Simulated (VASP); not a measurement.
# B32HN32 (a cell with a defect) in VASP: a series of runs, part 2 of 2

VASP 6.6.1. Earlier steps stand in the parts before.

### Step 4. Single point, HSE06

File POSCAR:

```
B32HN32
1.0
    7.2115910000      0.0000000000      0.0000000000
    0.0000000000      7.2115910000      0.0000000000
    0.0000000000      0.0000000000      7.2115910000
B N H
32 32 1
Direct
    0.0001650000      0.0000230000      0.9998000000
    0.0004490000      0.0003070000      0.5000390000
    0.0004550000      0.5002460000      0.0000900000
    0.9976470000      0.4998870000      0.4996660000
    0.5004120000      0.0003350000      0.0001220000
    0.5000320000      0.9975100000      0.4996840000
    0.5000040000      0.4998680000      0.9972520000
    0.4935550000      0.4934010000      0.4931990000
    0.2503510000      0.2502050000      0.9977190000
    0.2559270000      0.2557610000      0.4940890000
    0.2497240000      0.7496230000      0.0000800000
    0.2500430000      0.7520970000      0.4994200000
    0.7497390000      0.2495570000      0.0001020000
    0.7522590000      0.2499010000      0.4994210000
    0.7500340000      0.7498790000      0.9995500000
    0.7494510000      0.7493220000      0.4998190000
    0.2503470000      0.9979320000      0.2499830000
    0.2497190000      0.0002790000      0.7494190000
    0.2559450000      0.4942760000      0.2555780000
    0.2500210000      0.4996390000      0.7518540000
    0.7497410000      0.0003150000      0.2493600000
    0.7500250000      0.9997420000      0.7496750000
    0.7522410000      0.4996540000      0.2496670000
    0.7494520000      0.5000280000      0.7491030000
    0.9980830000      0.2502090000      0.2499860000
    0.0004180000      0.2495730000      0.7494140000
    0.0004280000      0.7496310000      0.2493600000
    0.9998960000      0.7498680000      0.7496710000
    0.4942180000      0.2560380000      0.2558180000
    0.4997810000      0.2498800000      0.7518810000
    0.4997920000      0.7520920000      0.2496710000
    0.5001830000      0.7493210000      0.7491120000
    0.1256000000      0.1254540000      0.1252220000
    0.1249630000      0.1248320000      0.6256960000
    0.1249640000      0.6259130000      0.1246150000
    0.1252560000      0.6251860000      0.6249810000
    0.6260340000      0.1248490000      0.1246410000
    0.6253410000      0.1251040000      0.6249860000
    0.6253450000      0.6251970000      0.1249010000
    0.6255060000      0.6253680000      0.6251560000
    0.3756800000      0.3756210000      0.1157790000
    0.3748940000      0.3747530000      0.6344220000
    0.3754150000      0.8753580000      0.1236920000
    0.3752820000      0.8751020000      0.6262290000
    0.8755130000      0.3752700000      0.1236910000
    0.8752680000      0.3751330000      0.6262230000
    0.8753900000      0.8752520000      0.1248190000
    0.8752670000      0.8751210000      0.6249910000
    0.3756590000      0.1160040000      0.3753970000
    0.3754170000      0.1239090000      0.8751510000
    0.3748990000      0.6346340000      0.3745370000
    0.3752810000      0.6264450000      0.8748840000
    0.8755150000      0.1239160000      0.3750660000
    0.8753860000      0.1250300000      0.8750300000
    0.8752640000      0.6264380000      0.3749180000
    0.8752640000      0.6251910000      0.8749130000
    0.1162350000      0.3755650000      0.3753540000
    0.1240470000      0.3752700000      0.8751300000
    0.1240480000      0.8753500000      0.3750550000
    0.1251680000      0.8752510000      0.8750310000
    0.6348760000      0.3748000000      0.3745890000
    0.6265760000      0.3751320000      0.8748980000
    0.6265740000      0.8751110000      0.3749250000
    0.6253400000      0.8751220000      0.8749160000
    0.3754040000      0.3750850000      0.3748320000
```

File INCAR.step1:

```
SYSTEM = B32HN32
PREC = Accurate
ENCUT = 520
EDIFF = 1E-5
ISMEAR = -1
SIGMA = 0.05
LREAL = Auto
LASPH = .True.
NELM = 120
ALGO = Normal
ISIF = 2
LWAVE = .True.
GGA = PE
NELECT = 258.0
ISYM = -1
NBANDS = 166
GGA_COMPAT = .False.
```

File INCAR.step2:

```
SYSTEM = B32HN32
PREC = Accurate
ENCUT = 520
EDIFF = 1E-6
ISMEAR = -1
SIGMA = 0.05
LREAL = Auto
LASPH = .True.
NELM = 120
ALGO = Normal
ISIF = 2
LWAVE = .False.
LCHARG = .True.
GGA = PE
LHFCALC = .True.
HFSCREEN = 0.2079
PRECFOCK = Fast
LELF = .True.
LVHAR = .True.
ISTART = 1
NELECT = 258.0
ISYM = -1
NBANDS = 166
GGA_COMPAT = .False.
```

File KPOINTS:

```
explicit points
1
Reciprocal
  0.25000000   0.25000000   0.25000000 1
```

The run is started by

```console
cat potpaw_PBE.64/B/POTCAR potpaw_PBE.64/N/POTCAR potpaw_PBE.64/H/POTCAR > POTCAR
cp INCAR.step1 INCAR
mpirun -np 1 vasp_std > vasp.out
cp INCAR.step2 INCAR
mpirun -np 1 vasp_std > vasp.out
```

Run time: 8 min. Hardware: 1 thread of Intel Xeon 6975P-C (Granite Rapids), shared host; peak memory 0.6 GiB.

It converged, with:

```
Free energy   : -640.1503 eV
Largest force : 0.193 eV/Å
```

Forces in eV/Å, atoms in the order of the input:
```
B    0.009  0.010  0.011
B    0.021  0.020  0.010
B    0.020  0.011  0.021
B    0.032 -0.005 -0.005
B    0.011  0.021  0.022
B   -0.007  0.026 -0.007
B    0.000  0.000  0.033
B   -0.109 -0.111 -0.114
B    0.015  0.017  0.026
B    0.094  0.095 -0.077
B    0.005 -0.009  0.020
B    0.015 -0.017  0.000
B   -0.010  0.007  0.022
B   -0.015  0.015  0.001
B   -0.004 -0.001  0.016
B   -0.007 -0.011  0.012
B    0.015  0.026  0.017
B    0.006  0.023 -0.011
B    0.098 -0.076  0.094
B    0.018 -0.001 -0.011
B   -0.011  0.023  0.004
B   -0.003  0.019 -0.001
B   -0.012 -0.004  0.018
B   -0.008  0.012 -0.009
B    0.029  0.015  0.015
B    0.023  0.006 -0.010
B    0.022 -0.011  0.006
B    0.017  0.000 -0.002
B   -0.082  0.097  0.098
B   -0.001  0.017 -0.015
B   -0.003 -0.015  0.017
B    0.012 -0.009 -0.010
N   -0.012 -0.011 -0.007
N   -0.024 -0.026  0.006
N   -0.025  0.004 -0.025
N   -0.014  0.002 -0.002
N    0.007 -0.028 -0.027
N   -0.001 -0.010 -0.002
N   -0.003 -0.002 -0.015
N    0.016  0.017  0.018
N   -0.016 -0.016 -0.054
N    0.001 -0.002  0.042
N   -0.008 -0.003 -0.007
N   -0.007 -0.007 -0.003
N   -0.004 -0.008 -0.008
N   -0.010 -0.006 -0.002
N   -0.004 -0.004 -0.014
N   -0.007 -0.008  0.005
N   -0.011 -0.053 -0.012
N   -0.010 -0.009 -0.005
N    0.002  0.046  0.001
N   -0.009 -0.004 -0.009
N   -0.003 -0.010 -0.011
N   -0.005 -0.015 -0.003
N   -0.009 -0.001 -0.007
N   -0.007  0.007 -0.008
N   -0.056 -0.015 -0.014
N   -0.008 -0.009 -0.002
N   -0.008 -0.001 -0.009
N   -0.013 -0.007 -0.004
N    0.042  0.001  0.000
N   -0.003 -0.008 -0.011
N   -0.002 -0.008 -0.007
N    0.007 -0.007 -0.006
H    0.016  0.013  0.015
```

Levels at points of the mesh, in eV from the Fermi level:
| k point | band 127 | band 128 | band 129 | band 130 | band 131 | band 132 |
| --- | --- | --- | --- | --- | --- | --- |
| (0.25, 0.25, 0.25) | -4.13 | -4.13 | -1.20 | 3.35 | 3.35 | 3.84 |

Caveat: the cell carries a net charge on a neutralising background, which shifts energy and pressure; the cell is charged against a uniform background, so pressure and absolute levels hang on convention; the PAW data sets were made with another functional, which shifts forces and pressure a little.
